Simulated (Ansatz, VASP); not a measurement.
**One calculation of NaI, two programs**

```
CELL_PARAMETERS angstrom
0.00000 3.23640 3.17167
3.23640 0.00000 3.17167
3.23640 3.23640 0.00000
ATOMIC_POSITIONS crystal
Na 0.00000 0.00000 0.00000
I 0.50000 0.50000 0.50000
```

Change from the starting cell: zz strain of -2 %.

Alike in both runs: task single point; functional LDA; k mesh 8 × 8 × 8; occupations fermi-dirac, width 0.02 eV; no spin polarisation.

|  | VASP | Ansatz |
| --- | --- | --- |
| version | VASP 6.6.1 | Ansatz 0.2.0 |
| potentials or method | VASP PAW LDA potentials, release 64 (Na_pv, I), cutoff 520 eV | all-electron LAPW, scalar-relativistic |

```csv
,VASP,Ansatz,Ansatz less VASP
gap on the k mesh at the Fermi level (eV),3.39,3.38,-0.014
pressure (GPa),-1.3,-1.4,-0.01
"traceless stress, the component that is largest in VASP (GPa)",0.31,0.31,-0.004
```

LDA's correlation is that of Perdew and Zunger in VASP and of Perdew and Wang (1992) in Ansatz. Ansatz ran all-electron here, and VASP with PAW potentials.

Spin-orbit coupling is off throughout.
